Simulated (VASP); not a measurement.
# Hg (I4/mmm) in VASP: single point with LDA

Aim: the single point of Hg with LDA.

All numbers are computed with VASP 6.6.1; they aren't measurements. Logs are shortened: lines on timing, memory, paths and dates and some standing lists are left out, and cuts for length are marked.

### Step 1. The cell of the first run

It takes space group I4/mmm (No. 139, tetragonal). The conventional cell has a = 3.753 Å, b = 3.753 Å, c = 3.834 Å, α = 90.00°, β = 90.00°, γ = 90.00°. Hg (site symmetry 4/mmm) has 14 Hg at 3.27 to 3.83 Å within 4.3 Å.

### Step 2. Single point, LDA

Input file INCAR:

```
SYSTEM = Hg
PREC     = Accurate       ! precision mode
ENCUT    = 520            ! plane-wave cutoff, eV
EDIFF    = 1E-6           ! SCF threshold, eV
ISMEAR   = 1              ! smearing method
SIGMA    = 0.1            ! smearing width, eV
LREAL    = .False.        ! projectors in reciprocal space
LASPH    = .True.         ! aspherical terms in the spheres
NELM     = 60             ! most SCF steps
ALGO     = Normal         ! electronic algorithm
ISIF     = 2              ! what is computed and relaxed
LWAVE    = .False.        ! write WAVECAR
LCHARG   = .True.         ! write CHGCAR
LELF     = .True.         ! ELF
LVHAR    = .True.       
NBANDS   = 12             ! bands
```

Input file KPOINTS:

```
regular mesh
0
Gamma
  10 10 10
  0 0 0
```

Input file POSCAR:

```
Hg
1.0
    3.2739229575      0.0000000307      0.0000000524
   -1.0293416275      3.1078975764      0.0000000524
   -1.1222907075     -1.5539488624      2.6541058820
Hg
1
Direct
    0.5000000000      0.5000000000      0.0000000000
```

Potentials or basis: VASP PAW LDA potentials, release 64 (Hg).

Run with:

```console
$ cat potpaw_LDA.64/Hg/POTCAR > POTCAR
$ mpirun -np 1 vasp_std > vasp.out
```

OUTCAR:

```text
SYSTEM = Hg
   PREC = Accurate
   ENCUT = 520
   EDIFF = 1E-6
   ISMEAR = 1
   LREAL = .False.
   LASPH = .True.
   NELM = 60
   ISIF = 2

 ion  position               nearest neighbor table
   1  0.500  0.500  0.000-

  LATTYP: Found a body centered tetragonal cell.
 ALAT       =     3.7534726084
 C/A-ratio  =     1.0213713007

  Lattice vectors:

 A1 = (   3.2739229575,   0.0000000307,   0.0000000524)
 A2 = (  -1.0293416275,   3.1078975764,   0.0000000524)
 A3 = (  -1.1222907075,  -1.5539488624,   2.6541058820)

Analysis of symmetry for initial positions (statically):
=====================================================================
 Subroutine PRICEL returns:
 Original cell was already a primitive cell.

 Routine SETGRP: Setting up the symmetry group for a
 body centered tetragonal supercell.

 Subroutine GETGRP returns: Found 16 space group operations
 (whereof 16 operations were pure point group operations)
 out of a pool of 16 trial point group operations.

The static configuration has the point symmetry D_4h.

Analysis of symmetry for dynamics (positions and initial velocities):
=====================================================================
 Subroutine PRICEL returns:
 Original cell was already a primitive cell.

 Routine SETGRP: Setting up the symmetry group for a
 body centered tetragonal supercell.

 Subroutine GETGRP returns: Found 16 space group operations
 (whereof 16 operations were pure point group operations)
 out of a pool of 16 trial point group operations.

The dynamic configuration has the point symmetry D_4h.

 Subroutine INISYM returns: Found 16 space group operations
 (whereof 16 operations are pure point group operations),
 and found     1 'primitive' translations

----------------------------------------------------------------------------------------

                                     Primitive cell

  volume of cell :      27.0056

  direct lattice vectors                    reciprocal lattice vectors
     3.273922957  0.000000031  0.000000052     0.305443958  0.101163621  0.188387363
    -1.029341628  3.107897576  0.000000052    -0.000000006  0.321760920  0.188387363
    -1.122290707 -1.553948862  2.654105882    -0.000000006 -0.000000008  0.376774712

  length of vectors
     3.273922958  3.273922957  3.273922958     0.372853709  0.372853709  0.376774712

  position of ions in fractional coordinates (direct lattice)
     0.500000000  0.500000000  0.000000000

  ion indices of the primitive-cell ions
   primitive index   ion index
                 1           1

----------------------------------------------------------------------------------------

 KPOINTS: regular mesh

Automatic generation of k-mesh.
 Grid dimensions read from file:
 generate k-points for:   10   10   10

 Generating k-lattice:

  Cartesian coordinates                     Fractional coordinates (reciprocal lattice)
     0.030544396  0.010116362  0.018838736     0.100000000 -0.000000000  0.000000000
    -0.000000001  0.032176092  0.018838736     0.000000000  0.100000000  0.000000000
    -0.000000001 -0.000000001  0.037677471    -0.000000000  0.000000000  0.100000000

  Length of vectors
     0.037285371  0.037285371  0.037677471

  Shift w.r.t. Gamma in fractional coordinates (k-lattice)
     0.000000000  0.000000000  0.000000000

 Subroutine IBZKPT returns following result:
 ===========================================

 Found    102 irreducible k-points:

 Following reciprocal coordinates:
            Coordinates               Weight
  0.000000  0.000000  0.000000      1.000000
  0.100000 -0.000000  0.000000      8.000000
  0.200000 -0.000000  0.000000      8.000000
  0.300000  0.000000  0.000000      8.000000
  0.400000  0.000000  0.000000      8.000000
  0.500000  0.000000  0.000000      4.000000
[... 16 lines left out ...]
  0.300000  0.300000  0.000000      8.000000
  0.400000  0.300000  0.000000     16.000000
 [... further k-points ...]
   k-points           NKPTS =    102   k-points in BZ     NKDIM =    102   number of bands    NBANDS=     12
   number of dos      NEDOS =    301   number of ions     NIONS =      1
   total plane-waves  NPLWV =  13824
   dimension x,y,z NGX =    24 NGY =   24 NGZ =   24
   dimension x,y,z NGXF=    48 NGYF=   48 NGZF=   48
   ions per type =               1
   NGX,Y,Z   is equivalent  to a cutoff of  12.19, 12.19, 12.19 a.u.
   NGXF,Y,Z  is equivalent  to a cutoff of  24.37, 24.37, 24.37 a.u.
 SYSTEM =  Hg
   PREC   = accura    normal or accurate (medium, high low for compatibility)
   ISTART =      0    job   : 0-new  1-cont  2-samecut
   ICHARG =      2    charge: 1-file 2-atom 10-const
   ISPIN  =      1    spin polarized calculation?
   LNONCOLLINEAR =      F non collinear calculations
   LSORBIT =      F    spin-orbit coupling
   LASPH  =      T    aspherical Exc in radial PAW
   ENCUT  =  520.0 eV  38.22 Ry    6.18 a.u.   6.09  6.09  6.09*2*pi/ulx,y,z
   NELM   =     60;   NELMIN=  2; NELMDL= -5     # of ELM steps
   EDIFF  = 0.1E-05   stopping-criterion for ELM
   LREAL  =      F    real-space projection
   EDIFFG = 0.1E-04   stopping-criterion for IOM
   NSW    =      0    number of steps for IOM
   IBRION =     -1    ionic relax: 0-MD 1-quasi-New 2-CG
   NFREE  =      0    steps in history (QN), initial steepest desc. (CG)
   ISIF   =      2    stress and relaxation
   ISYM   =      2    0-nonsym 1-usesym 2-fastsym
   POTIM  = 0.5000    time-step for ionic-motion
   TEBEG  =    0.0;   TEEND  =   0.0 temperature during run
   PSTRESS=    0.0 pullay stress
   NELECT =      12.0000    total number of electrons
   NUPDOWN=      -1.0000    fix difference up-down
   EMIN   =  10.00;   EMAX   =-10.00  energy-range for DOS
   EFERMI =   0.00;   METHOD = LEGACY
   ISMEAR =     1;   SIGMA  =   0.10  broadening in eV -4-tet -1-fermi 0-gaus
   EFERMI_NEDOS =   21; number of points for ismear=-14 and -15
   IALGO  =     38    algorithm
   IMIX   =      4    mixing-type and parameters
     AMIX     =   0.40;   BMIX     =  1.00
     AMIX_MAG =   1.60;   BMIX_MAG =  1.00
  volume/ion in A,a.u.               =      27.01       182.24
  Fermi-wavevector in a.u.,A,eV,Ry     =   1.249254  2.360748 21.233739  1.560636
  Thomas-Fermi vector in A             =   2.383303
   LORBIT       =      0    0 simple, 1 ext, 2 COOP (PROOUT), +10 PAW based schemes
   GGA     = CA    functional components
   LHFCALC =     F    Hartree Fock is set to
   AEXX    =    0.0000 exact exchange contribution
   IVDW    =     0    specifies the selected vdW correction
   LEPSILON=     F    determine dielectric tensor
   LRPA    =     F    only Hartree local field effects (RPA)
 non-spin polarized calculation
 Methfessel and Paxton  Order N= 1 SIGMA  =   0.10
  energy-cutoff  :      520.00
  volume of cell :       27.01
 maximum number of plane-waves:       738
   NGX = 13   NGY = 13   NGZ = 13

 number of electron      11.9999998 magnetization

 Free energy of the ion-electron system (eV)
  ---------------------------------------------------
  ext. energy  EPLUGINS =         0.00000000
  ---------------------------------------------------
  free energy    TOTEN  =        -0.86724385 eV

  energy without entropy =       -0.86670301  energy(sigma->0) =       -0.86706357

 E-fermi :   1.4042     XC(G=0): -10.4830

 val. band max:        1.4040452771   @ k =  -0.4000   0.5000   0.3000
 cond. band min:       1.4266628605   @ k =   0.4000   0.1000   0.1000
 fundamental gap:      0.0226175834
 Fermi energy:         1.4042129087

 k-point     1 :       0.0000    0.0000    0.0000
  band No.  band energies     occupation
      1      -6.5664      2.00000
      2      -5.1932      2.00000
      3      -5.1932      2.00000
      4      -5.1469      2.00000
      5      -4.5030      2.00000
      6      -4.4537      2.00000
      7      15.7914      0.00000
      8      15.9073      0.00000
      9      15.9073      0.00000
     10      15.9950      0.00000
     11      16.3891      0.00000
     12      16.3891      0.00000

 k-point     2 :       0.1000   -0.0000    0.0000
  band No.  band energies     occupation
      1      -6.3316      2.00000
      2      -5.2067      2.00000
      3      -5.1713      2.00000
      4      -5.0671      2.00000
      5      -4.5307      2.00000
      6      -4.4611      2.00000
      7      13.4032      0.00000
      8      15.0517      0.00000
      9      15.0961      0.00000
     10      15.9215      0.00000
     11      16.2544      0.00000
     12      16.2948      0.00000

 k-point     3 :       0.2000   -0.0000    0.0000
  band No.  band energies     occupation
      1      -5.8062      2.00000
      2      -5.2906      2.00000
      3      -4.9550      2.00000
      4      -4.7967      2.00000
      5      -4.5824      2.00000
      6      -4.4648      2.00000
      7       9.7216      0.00000
      8      13.4106      0.00000
      9      13.5677      0.00000
     10      15.4786      0.00000
     11      16.1405      0.00000
     12      17.1509      0.00000
[... 286 lines left out ...]
 k-point    23 :       0.3000    0.3000    0.0000
  band No.  band energies     occupation
      1      -5.5444      2.00000
      2      -5.0968      2.00000
      3      -4.8667      2.00000
      4      -4.4656      2.00000
      5      -4.3791      2.00000
      6       0.1023      2.00000
      7       3.0942     -0.00000
      8       4.5624      0.00000
      9      10.7133      0.00000
     10      17.6406      0.00000
     11      18.1920      0.00000
     12      19.3266      0.00000

 k-point    24 :       0.4000    0.3000    0.0000
  band No.  band energies     occupation
      1      -5.5558      2.00000
      2      -5.1058      2.00000
      3      -4.8543      2.00000
      4      -4.4819      2.00000
      5      -4.3438      2.00000
      6       0.1957      2.00000
      7       3.0088     -0.00000
      8       4.5513      0.00000
      9      10.6314      0.00000
     10      17.2392      0.00000
     11      18.1345      0.00000
     12      19.9471      0.00000

 [... further k-points ...]

------------------------ aborting loop because EDIFF is reached ----------------------------------------

  FORCE on cell =-STRESS in cart. coord.  units (eV):
  Direction    XX          YY          ZZ          XY          YZ          ZX
  --------------------------------------------------------------------------------------
  -------------------------------------------------------------------------------------
  Total       -0.6963489     -0.6841859     -0.7096102      0.0183618      0.0000000      0.0000000
  in kB      -41.3127469    -40.5911471    -42.0995069      1.0893654      0.0000001      0.0000000
  external PRESSURE =     -41.3344670 kB  Pullay stress =       0.0000000 kB

 VOLUME and BASIS-vectors are now :
 -----------------------------------------------------------------------------
  energy-cutoff  :      520.00
  volume of cell :       27.01
      direct lattice vectors                 reciprocal lattice vectors
     3.273922957  0.000000031  0.000000052     0.305443958  0.101163621  0.188387363
    -1.029341628  3.107897576  0.000000052    -0.000000006  0.321760920  0.188387363
    -1.122290707 -1.553948862  2.654105882    -0.000000006 -0.000000008  0.376774712

 POSITION                                       TOTAL-FORCE (eV/Angst)
 -----------------------------------------------------------------------------------
      1.12229      1.55395      0.00000         0.000000     -0.000000     -0.000000
 -----------------------------------------------------------------------------------
    total drift:                                0.000000     -0.000000     -0.000000

  FREE ENERGIE OF THE ION-ELECTRON SYSTEM (eV)
  ---------------------------------------------------
  free  energy   TOTEN  =        -0.8672438524 eV

  energy  without entropy=       -0.8667030150  energy(sigma->0) =       -0.86706357
```

It took 17 s on 1 thread of Intel Xeon 8259CL, shared host; peak memory 0.15 GiB.

Results:

```yaml
Free_energy: -0.8672 eV
Pressure: -4.1 GPa
Band_gap_on_the_k_mesh: zero (bands 6 and 7 overlap by 3.19 eV)
```

Levels at points of the mesh, in eV from the Fermi level:
| k point | band 2 | band 3 | band 4 | band 5 | band 6 | band 7 | band 8 | band 9 | band 10 | band 11 |
| --- | --- | --- | --- | --- | --- | --- | --- | --- | --- | --- |
| (0.00, 0.00, 0.00) | -6.60 | -6.60 | -6.55 | -5.91 | -5.86 | 14.39 | 14.50 | 14.50 | 14.59 | 14.98 |
| (0.50, 0.00, 0.00) | -6.91 | -5.96 | -5.85 | -5.39 | -1.50 | -0.84 | 8.87 | 9.85 | 13.66 | 14.57 |
| (0.50, 0.50, 0.00) | -6.97 | -5.90 | -5.84 | -5.37 | -1.37 | -0.77 | 8.54 | 9.49 | 13.25 | 14.28 |
| (0.50, 0.50, 0.50) | -7.11 | -5.51 | -5.50 | -5.50 | 2.34 | 3.51 | 3.95 | 3.95 | 9.39 | 9.66 |

Caveat: the cell stands under tension; spin-orbit coupling is left out, which moves the levels of the heavy elements.
